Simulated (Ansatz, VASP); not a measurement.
MgIn2N2 in VASP and in Ansatz

```
Mg In N
1.0
     1.63121    0.94178    7.57868
    -1.63121    0.94178    7.57868
     0.00000   -1.88355    7.57868
Mg In N
1 2 2
Direct
  0.00000 0.00000 0.00000
  0.43946 0.43946 0.43946
  0.56054 0.56054 0.56054
  0.27700 0.27700 0.27700
  0.72300 0.72300 0.72300
```

Alike in both runs: task single point; functional LDA; k mesh 6 × 6 × 6; no spin polarisation.

|  | VASP | Ansatz |
| --- | --- | --- |
| version | VASP 6.6.1 | Ansatz 0.2.0 |
| potentials or method | VASP PAW LDA potentials, release 64 (Mg, In_d, N) | plane waves, PAW |
| plane-wave cutoff (eV) | 520 | 420 |
| occupations | gaussian, width 0.01 eV | fixed |
| valence electrons in the cell | 38 | 46 |

VASP gave:

- pressure (GPa): -0.2
- rms of the force components (eV/Å): 0.020

Problem. What did Ansatz give for the same quantities?

Solution. Pressure (GPa): 0.0; rms of the force components (eV/Å): 0.001.

LDA's correlation is that of Perdew and Zunger in VASP and of Perdew and Wang (1992) in Ansatz. Atom by atom the forces differ by 0.019 eV/Å (rms over components). VASP's potentials hold 38 valence electrons a cell and Ansatz's 46, so a difference there can come from the potentials and not from the codes.
